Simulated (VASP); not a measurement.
# Si (I4_1/amd) in VASP: notebook

The runs below take Si through single point, with r2SCAN.

Everything below comes from runs of VASP 6.6.1. Logs are shortened: lines on timing, memory, paths and dates and some standing lists are left out, and cuts for length are marked.

## (1) The cell of the first run

Symmetry: I4_1/amd, No. 141, tetragonal system. Conventional cell: a = 4.054 Å, b = 4.054 Å, c = 4.873 Å, α = 90.00°, β = 90.00°, γ = 90.00°. Within 3.1 Å of Si (site symmetry -4m2) lie 4 Si at 2.36 Å.

## (2) Single point, r2SCAN

POSCAR reads:

```
Si
1.0
    0.0000000000      2.8666325898      2.4366377013
    2.8666325898      0.0000000000      2.4366377013
    2.8666325898      2.8666325898      0.0000000000
Si
2
Direct
    0.5000000000      0.5000000000      0.5000000000
    0.7500000000      0.7500000000      0.7500000000
```

INCAR.step1 reads:

```
SYSTEM = Si
ALGO = Normal ; EDIFF = 1E-4
ENCUT = 520 ; GGA = PE
ISMEAR = 0 ; LASPH = .True.
LCHARG = .False. ; LREAL = .False.
LWAVE = .True. ; NBANDS = 11
NELM = 80 ; PREC = Accurate
SIGMA = 0.05
```

INCAR.step2 reads:

```
SYSTEM = Si
ALGO = Normal ; EDIFF = 1E-7
ENCUT = 520 ; ISIF = 2
ISMEAR = 0 ; ISTART = 1
LASPH = .True. ; LCHARG = .False.
LMIXTAU = .True. ; LREAL = .False.
LWAVE = .False. ; METAGGA = R2SCAN
NBANDS = 11 ; NELM = 80
PREC = Accurate ; SIGMA = 0.05
```

KPOINTS reads:

```
k-points
0
Gamma
  12 12 12
  0 0 0
```

Potentials or basis: VASP PAW PBE potentials, release 64 (Si).

Run with:

```bash
$ cat potpaw_PBE.64/Si/POTCAR > POTCAR
$ cp INCAR.step1 INCAR
$ mpirun -np 1 vasp_std > vasp.out
$ cp INCAR.step2 INCAR
$ mpirun -np 1 vasp_std > vasp.out
```

OUTCAR:

```text
SYSTEM = Si
   EDIFF = 1E-7
   ENCUT = 520
   ISIF = 2
   ISMEAR = 0
   ISTART = 1
   LASPH = .True.
   LREAL = .False.
   METAGGA = R2SCAN
   NELM = 80
   PREC = Accurate

 ion  position               nearest neighbor table
   1  0.500  0.500  0.500-   2 2.36   2 2.36   2 2.36   2 2.36
   2  0.750  0.750  0.750-   1 2.36   1 2.36   1 2.36   1 2.36

  LATTYP: Found a body centered tetragonal cell.
 ALAT       =     4.0540306868
 C/A-ratio  =     1.2020815280

  Lattice vectors:

 A1 = (   0.0000000000,  -2.8666325898,  -2.4366377013)
 A2 = (   0.0000000000,   2.8666325898,  -2.4366377013)
 A3 = (   2.8666325898,   0.0000000000,   2.4366377013)

Analysis of symmetry for initial positions (statically):
=====================================================================
 Subroutine PRICEL returns:
 Original cell was already a primitive cell.

 Routine SETGRP: Setting up the symmetry group for a
 body centered tetragonal supercell.

 Subroutine GETGRP returns: Found 16 space group operations
 (whereof  8 operations were pure point group operations)
 out of a pool of 16 trial point group operations.

The static configuration has the point symmetry D_2d.
 The point group associated with its full space group is D_4h.

Analysis of symmetry for dynamics (positions and initial velocities):
=====================================================================
 Subroutine PRICEL returns:
 Original cell was already a primitive cell.

 Routine SETGRP: Setting up the symmetry group for a
 body centered tetragonal supercell.

 Subroutine GETGRP returns: Found 16 space group operations
 (whereof  8 operations were pure point group operations)
 out of a pool of 16 trial point group operations.

The dynamic configuration has the point symmetry D_2d.
 The point group associated with its full space group is D_4h.

 Subroutine INISYM returns: Found 16 space group operations
 (whereof  8 operations are pure point group operations),
 and found     1 'primitive' translations

----------------------------------------------------------------------------------------

                                     Primitive cell

  volume of cell :      40.0465

  direct lattice vectors                    reciprocal lattice vectors
     0.000000000  2.866632590  2.436637701    -0.174420678  0.174420678  0.205200798
     2.866632590  0.000000000  2.436637701     0.174420678 -0.174420678  0.205200798
     2.866632590  2.866632590  0.000000000     0.174420678  0.174420678 -0.205200798

  length of vectors
     3.762284637  3.762284637  4.054030687     0.320862141  0.320862141  0.320862141

  position of ions in fractional coordinates (direct lattice)
     0.500000000  0.500000000  0.500000000
     0.750000000  0.750000000  0.750000000

  ion indices of the primitive-cell ions
   primitive index   ion index
                 1           1
                 2           2

----------------------------------------------------------------------------------------

 KPOINTS: k-points

Automatic generation of k-mesh.
 Grid dimensions read from file:
 generate k-points for:   12   12   12

 Generating k-lattice:

  Cartesian coordinates                     Fractional coordinates (reciprocal lattice)
    -0.014535057  0.014535057  0.017100066     0.083333333  0.000000000  0.000000000
     0.014535057 -0.014535057  0.017100066     0.000000000  0.083333333  0.000000000
     0.014535057  0.014535057 -0.017100066     0.000000000  0.000000000  0.083333333

  Length of vectors
     0.026738512  0.026738512  0.026738512

  Shift w.r.t. Gamma in fractional coordinates (k-lattice)
     0.000000000  0.000000000  0.000000000

 Subroutine IBZKPT returns following result:
 ===========================================

 Found    163 irreducible k-points:

 Following reciprocal coordinates:
            Coordinates               Weight
  0.000000  0.000000  0.000000      1.000000
  0.083333  0.000000  0.000000      8.000000
  0.166667 -0.000000  0.000000      8.000000
  0.250000  0.000000  0.000000      8.000000
[... 41 lines left out ...]

 Free energy of the ion-electron system (eV)
  ---------------------------------------------------
  ext. energy  EPLUGINS =         0.00000000
  ---------------------------------------------------
  free energy    TOTEN  =       -17.35961027 eV

  energy without entropy =      -17.35943950  energy(sigma->0) =      -17.35952488

 E-fermi :   5.8952     XC(G=0):  -9.8842

 val. band max:        5.8609475927   @ k =   0.5000   0.5000   0.0000
 cond. band min:       5.9487330041   @ k =  -0.0833   0.0000   0.0833
 fundamental gap:      0.0877854114
 Fermi energy:         5.8952109747

 k-point     1 :       0.0000    0.0000    0.0000
  band No.  band energies     occupation
      1      -6.7569      2.00000
      2       5.4418      2.00000
      3       5.4418      2.00000
      4       6.4688      0.00000
      5       8.1994      0.00000
      6       8.8882      0.00000
      7       8.8882      0.00000
      8       9.4695      0.00000
      9      12.4680      0.00000
     10      14.5203      0.00000
     11      14.8252      0.00000

 k-point     2 :       0.0833    0.0000    0.0000
  band No.  band energies     occupation
      1      -6.6598      2.00000
      2       4.7892      2.00000
      3       5.2575      2.00000
      4       6.1339      0.00000
      5       8.2517      0.00000
      6       9.0390      0.00000
      7       9.0746      0.00000
      8      10.1643      0.00000
      9      12.3754      0.00000
     10      14.3361      0.00000
     11      14.9261      0.00000

 k-point     3 :       0.1667   -0.0000    0.0000
  band No.  band energies     occupation
      1      -6.3716      2.00000
      2       3.3153      2.00000
      3       4.8514      2.00000
      4       5.7907      1.99688
      5       8.0643      0.00000
      6       9.3300      0.00000
      7       9.3859      0.00000
      8      11.6417      0.00000
      9      12.4971      0.00000
     10      13.7598      0.00000
     11      15.8432      0.00000
[... 267 lines left out ...]
 k-point    23 :       0.5000    0.1667    0.0000
  band No.  band energies     occupation
      1      -3.9624      2.00000
      2      -1.1566      2.00000
      3       3.1561      2.00000
      4       3.5392      2.00000
      5       7.3508      0.00000
      6      10.1906      0.00000
      7      10.9582      0.00000
      8      11.3259      0.00000
      9      16.6067      0.00000
     10      17.6336      0.00000
     11      19.1329      0.00000

 k-point    24 :      -0.4167    0.1667    0.0000
  band No.  band energies     occupation
      1      -4.0284      2.00000
      2      -1.1032      2.00000
      3       3.3080      2.00000
      4       3.3808      2.00000
      5       7.3895      0.00000
      6      10.0755      0.00000
      7      10.8770      0.00000
      8      12.7253      0.00000
      9      15.5283      0.00000
     10      15.6184      0.00000
     11      19.0053      0.00000

 [... further k-points ...]

------------------------ aborting loop because EDIFF is reached ----------------------------------------

  FORCE on cell =-STRESS in cart. coord.  units (eV):
  Direction    XX          YY          ZZ          XY          YZ          ZX
  --------------------------------------------------------------------------------------
  -------------------------------------------------------------------------------------
  Total       -1.1378226     -1.1378226      1.8506409      0.0000000     -0.0000000      0.0000000
  in kB      -45.5218728    -45.5218728     74.0402245      0.0000000     -0.0000000      0.0000000
  external PRESSURE =      -5.6678404 kB  Pullay stress =       0.0000000 kB

 VOLUME and BASIS-vectors are now :
 -----------------------------------------------------------------------------
  energy-cutoff  :      520.00
  volume of cell :       40.05
      direct lattice vectors                 reciprocal lattice vectors
     0.000000000  2.866632590  2.436637701    -0.174420678  0.174420678  0.205200798
     2.866632590  0.000000000  2.436637701     0.174420678 -0.174420678  0.205200798
     2.866632590  2.866632590  0.000000000     0.174420678  0.174420678 -0.205200798

 POSITION                                       TOTAL-FORCE (eV/Angst)
 -----------------------------------------------------------------------------------
      2.86663      2.86663      2.43664        -0.000000     -0.000000      0.000000
      4.29995      4.29995      3.65496         0.000000      0.000000      0.000000
 -----------------------------------------------------------------------------------
    total drift:                                0.000000      0.000000     -0.000000

  FREE ENERGIE OF THE ION-ELECTRON SYSTEM (eV)
  ---------------------------------------------------
  free  energy   TOTEN  =       -17.3596102691 eV

  energy  without entropy=      -17.3594394978  energy(sigma->0) =      -17.35952488
```

It took 3.6 min on 1 thread of Intel Xeon Platinum 8488C (Sapphire Rapids), shared host; peak memory 0.19 GiB.

What came out:

| Quantity | Value |
| --- | --- |
| Free energy | -17.3596 eV |
| Pressure | -0.6 GPa |
| Band gap on the k mesh | zero (band 4 reaches 6.47 eV, above the bottom of band 5 at 5.54 eV) |

Stress tensor (GPa, compression positive):
```
-4.55  0.00  0.00
 0.00 -4.55  0.00
 0.00  0.00  7.40
```

Caveat: the PAW data sets were made with another functional, which shifts forces and pressure a little.

## (3) Single point, r2SCAN

This run uses another cell than the first one, of the same volume but with other edges.

POSCAR reads:

```
Si
1.0
    0.0000000000      2.5553551053      3.0664261264
    2.5553551053      0.0000000000      3.0664261264
    2.5553551053      2.5553551053      0.0000000000
Si
2
Direct
    0.5000000000      0.5000000000      0.5000000000
    0.7500000000      0.7500000000      0.7500000000
```

INCAR.step1 reads:

```
PREC = Accurate
ENCUT = 520
ISMEAR = 0
SIGMA = 0.05
LREAL = False
LASPH = True
NELM = 60
NBANDS = 11
GGA = PE
ALGO = Normal
EDIFF = 1E-4
LWAVE = True
LCHARG = False
```

INCAR.step2 reads:

```
PREC = Accurate
ENCUT = 520
EDIFF = 1E-7
ISMEAR = 0
SIGMA = 0.05
LREAL = False
LASPH = True
NELM = 60
ALGO = Normal
ISIF = 2
LWAVE = False
LCHARG = False
METAGGA = R2SCAN
LMIXTAU = True
NBANDS = 11
ISTART = 1
```

KPOINTS reads:

```
regular mesh
0
Gamma
  12 12 12
```

Potentials or basis: VASP PAW PBE potentials, release 64 (Si).

Run with:

```bash
$ cat potpaw_PBE.64/Si/POTCAR > POTCAR
$ cp INCAR.step1 INCAR
$ mpirun -np 1 vasp_std > vasp.out
$ cp INCAR.step2 INCAR
$ mpirun -np 1 vasp_std > vasp.out
```

Wall time 4.1 min (1 thread of Intel Xeon Platinum 8488C (Sapphire Rapids), shared host); peak memory 0.19 GiB.

It converged, with:

* Free energy: -17.1978 eV
* Pressure: -0.4 GPa
* Band gap on the k mesh: zero (band 4 reaches 6.38 eV, above the bottom of band 5 at 6.07 eV)

Stress tensor (GPa, compression positive):
```
  7.79   0.00   0.00
  0.00   7.79   0.00
  0.00   0.00 -16.84
```

Levels at points of the mesh, in eV from the Fermi level:
| k point | band 2 | band 3 | band 4 | band 5 | band 6 | band 7 |
| --- | --- | --- | --- | --- | --- | --- |
| (0.00, 0.00, 0.00) | -1.59 | 0.11 | 0.11 | 2.20 | 2.20 | 2.67 |
| (0.50, 0.00, 0.00) | -7.74 | -2.72 | -0.68 | 0.30 | 3.66 | 3.88 |
| (0.50, 0.50, 0.00) | -9.38 | -2.42 | -2.42 | 1.53 | 1.53 | 10.30 |
| (0.50, 0.00, 0.50) | -8.22 | -3.87 | -3.87 | -0.01 | -0.01 | 8.20 |

Caveat: the PAW data sets were made with another functional, which shifts forces and pressure a little.

## (4) Single point, r2SCAN

This run uses another cell than the first one, of the same volume but with other edges.

POSCAR reads:

```
Si
1.0
    0.0000000000      2.9499419844      2.3009547478
    2.9499419844      0.0000000000      2.3009547478
    2.9499419844      2.9499419844      0.0000000000
Si
2
Direct
    0.5000000000      0.5000000000      0.5000000000
    0.7500000000      0.7500000000      0.7500000000
```

INCAR.step1 reads:

```
SYSTEM = Si
PREC = Accurate ; ENCUT = 520
ISMEAR = 0 ; SIGMA = 0.05
LREAL = .FALSE. ; LASPH = .TRUE.
NELM = 80 ; NBANDS = 11
GGA = PE ; ALGO = Normal
EDIFF = 1E-4 ; LWAVE = .TRUE.
LCHARG = .FALSE.
```

INCAR.step2 reads:

```
SYSTEM = Si
PREC = Accurate ; ENCUT = 520
EDIFF = 1E-6 ; ISMEAR = 0
SIGMA = 0.05 ; LREAL = .FALSE.
LASPH = .TRUE. ; NELM = 80
ALGO = Normal ; ISIF = 2
LWAVE = .FALSE. ; LCHARG = .FALSE.
METAGGA = R2SCAN ; LMIXTAU = .TRUE.
NBANDS = 11 ; ISTART = 1
```

KPOINTS reads:

```
Automatic mesh
0
G
  12 12 12
  0 0 0
```

Run with:

```bash
$ cat potpaw_PBE.64/Si/POTCAR > POTCAR
$ cp INCAR.step1 INCAR
$ mpirun -np 1 vasp_std > vasp.out
$ cp INCAR.step2 INCAR
$ mpirun -np 1 vasp_std > vasp.out
```

Run time: 3.3 min. Hardware: 1 thread of Intel Xeon Platinum 8488C (Sapphire Rapids), shared host; peak memory 0.19 GiB.

It converged, with:

```
Free energy            : -17.1647 eV
Pressure               : -2.0 GPa
Band gap on the k mesh : zero (band 4 reaches 6.83 eV, above the bottom of band 5 at 5.09 eV)
```

Stress tensor (GPa, compression positive):
```
-6.71  0.00  0.00
 0.00 -6.71  0.00
 0.00  0.00  7.50
```

Levels at points of the mesh, in eV from the Fermi level:
```tsv
k point	band 1	band 2	band 3	band 4	band 5	band 6	band 7	band 8
(0.00, 0.00, 0.00)	-12.55	-0.48	-0.48	1.00	2.34	3.36	3.41	3.41
(0.50, 0.00, 0.00)	-9.99	-7.25	-2.27	-0.43	0.69	2.69	5.76	9.00
(0.50, 0.50, 0.00)	-7.19	-7.19	-4.17	-4.17	-0.26	-0.26	10.39	10.39
(0.50, 0.00, 0.50)	-8.64	-8.64	-2.15	-2.15	1.81	1.81	8.09	8.09
```

Caveat: the PAW data sets were made with another functional, which shifts forces and pressure a little.

## (5) Single point, r2SCAN

This run uses another cell than the first one, of the same volume but with other edges.

POSCAR reads:

```
Si
1.0
    0.0000000000      2.4880774304      3.2345006595
    2.4880774304      0.0000000000      3.2345006595
    2.4880774304      2.4880774304      0.0000000000
Si
2
Direct
    0.5000000000      0.5000000000      0.5000000000
    0.7500000000      0.7500000000      0.7500000000
```

INCAR.step1 reads:

```
PREC = Accurate ; ENCUT = 520
ISMEAR = 0 ; SIGMA = 0.05
LREAL = F ; LASPH = T
NELM = 80 ; NBANDS = 11
GGA = PE ; ALGO = Normal
EDIFF = 1E-4 ; LWAVE = T
LCHARG = F
```

INCAR.step2 reads:

```
PREC = Accurate ; ENCUT = 520
EDIFF = 1E-6 ; ISMEAR = 0
SIGMA = 0.05 ; LREAL = F
LASPH = T ; NELM = 80
ALGO = Normal ; ISIF = 2
LWAVE = F ; LCHARG = F
METAGGA = R2SCAN ; LMIXTAU = T
NBANDS = 11 ; ISTART = 1
```

KPOINTS reads:

```
regular mesh
0
Gamma
  12 12 12
```

Run with:

```bash
$ cat potpaw_PBE.64/Si/POTCAR > POTCAR
$ cp INCAR.step1 INCAR
$ mpirun -np 1 vasp_std > vasp.out
$ cp INCAR.step2 INCAR
$ mpirun -np 1 vasp_std > vasp.out
```

It took 3.9 min on 1 thread of Intel Xeon Platinum 8488C (Sapphire Rapids), shared host; peak memory 0.19 GiB.

Results (log left out):

```yaml
Free_energy: -16.7987 eV
Pressure: -1.3 GPa
Band_gap_on_the_k_mesh: zero (band 4 reaches 6.81 eV, above the bottom of band 5 at 5.94 eV)
```

Stress tensor (GPa, compression positive):
```
 10.13   0.00   0.00
  0.00  10.13   0.00
  0.00   0.00 -24.22
```

Levels at points of the mesh, in eV from the Fermi level:
| k point | band 1 | band 2 | band 3 | band 4 | band 5 | band 6 | band 7 | band 8 | band 9 |
| --- | --- | --- | --- | --- | --- | --- | --- | --- | --- |
| (0.00, 0.00, 0.00) | -13.03 | -2.20 | 0.46 | 0.46 | 1.68 | 2.26 | 2.26 | 3.19 | 6.15 |
| (0.50, 0.00, 0.00) | -10.47 | -7.73 | -3.14 | -0.40 | -0.12 | 4.22 | 4.26 | 8.34 | 9.50 |
| (0.50, 0.50, 0.00) | -9.69 | -9.69 | -1.88 | -1.88 | 2.04 | 2.04 | 10.02 | 10.02 | 10.16 |
| (0.50, 0.00, 0.50) | -8.01 | -8.01 | -3.97 | -3.97 | -0.17 | -0.17 | 7.15 | 7.15 | 9.18 |

Caveat: the PAW data sets were made with another functional, which shifts forces and pressure a little.

## (6) Single point, r2SCAN

This run uses another cell than the first one, of the same volume but with other edges.

POSCAR reads:

```
Si
1.0
    0.0000000000      2.7920020535      2.5686418892
    2.7920020535      0.0000000000      2.5686418892
    2.7920020535      2.7920020535      0.0000000000
Si
2
Direct
    0.5000000000      0.5000000000      0.5000000000
    0.7500000000      0.7500000000      0.7500000000
```

INCAR.step1 reads:

```
ALGO = Normal
EDIFF = 1E-4
ENCUT = 520
GGA = PE
ISMEAR = 0
LASPH = True
LCHARG = False
LREAL = False
LWAVE = True
NBANDS = 11
NELM = 60
PREC = Accurate
SIGMA = 0.05
```

INCAR.step2 reads:

```
ALGO = Normal
EDIFF = 1E-6
ENCUT = 520
ISIF = 2
ISMEAR = 0
ISTART = 1
LASPH = True
LCHARG = True
LELF = True
LMIXTAU = True
LREAL = False
LVHAR = True
LWAVE = False
METAGGA = R2SCAN
NBANDS = 11
NELM = 60
PREC = Accurate
SIGMA = 0.05
```

KPOINTS reads:

```
k-points
0
Gamma
  12 12 12
```

Potentials or basis: VASP PAW PBE potentials, release 64 (Si).

Run with:

```bash
$ cat potpaw_PBE.64/Si/POTCAR > POTCAR
$ cp INCAR.step1 INCAR
$ mpirun -np 1 vasp_std > vasp.out
$ cp INCAR.step2 INCAR
$ mpirun -np 1 vasp_std > vasp.out
```

Run time: 4.3 min. Hardware: 1 thread of Intel Xeon Platinum 8488C (Sapphire Rapids), shared host; peak memory 0.19 GiB.

The run converged. Its results:

```
Free energy            : -17.4937 eV
Pressure               : 0.3 GPa
Band gap on the k mesh : zero (band 4 reaches 6.13 eV, above the bottom of band 5 at 6.00 eV)
```

Stress tensor (GPa, compression positive):
```
-2.31  0.00  0.00
 0.00 -2.31  0.00
 0.00  0.00  5.38
```

Levels at points of the mesh, in eV from the Fermi level:
```
           k point  band 2  band 3  band 4  band 5  band 6  band 7
(0.00, 0.00, 0.00)   -0.44   -0.44    0.13    2.31    2.66    2.66
(0.50, 0.00, 0.00)   -7.52   -1.91   -1.14    1.40    3.02    3.93
(0.50, 0.50, 0.00)   -8.06   -3.69   -3.69    0.22    0.22   10.49
(0.50, 0.00, 0.50)   -8.58   -3.02   -3.02    0.92    0.92    9.85
```

Caveat: the PAW data sets were made with another functional, which shifts forces and pressure a little.

## (7) The runs side by side

| cell | gap on the mesh (eV) | pressure (GPa) |
| --- | --- | --- |
| a = 3.762, b = 3.762, c = 4.054 Å, angles 57.4, 57.4, 65.2°, 2 atoms | none | -0.6 |
| a = 3.992, b = 3.992, c = 3.614 Å, angles 63.1, 63.1, 53.8°, 2 atoms | none | -0.4 |
| a = 3.741, b = 3.741, c = 4.172 Å, angles 56.1, 56.1, 67.8°, 2 atoms | none | -2.0 |
| a = 4.081, b = 4.081, c = 3.519 Å, angles 64.5, 64.5, 51.1°, 2 atoms | none | -1.3 |
| a = 3.794, b = 3.794, c = 3.948 Å, angles 58.6, 58.6, 62.7°, 2 atoms | none | 0.3 |

Alike in all rows: task single point; level r2SCAN; potentials or basis VASP PAW PBE potentials, release 64 (Si); no spin polarisation; k mesh 12 × 12 × 12; cutoff (eV) 520; smearing gaussian 0.05 eV.

Caveats: the PAW data sets were made with another functional, which shifts forces and pressure a little.

Total energies depend on the potentials used, so only differences within one code and one set of settings carry meaning.
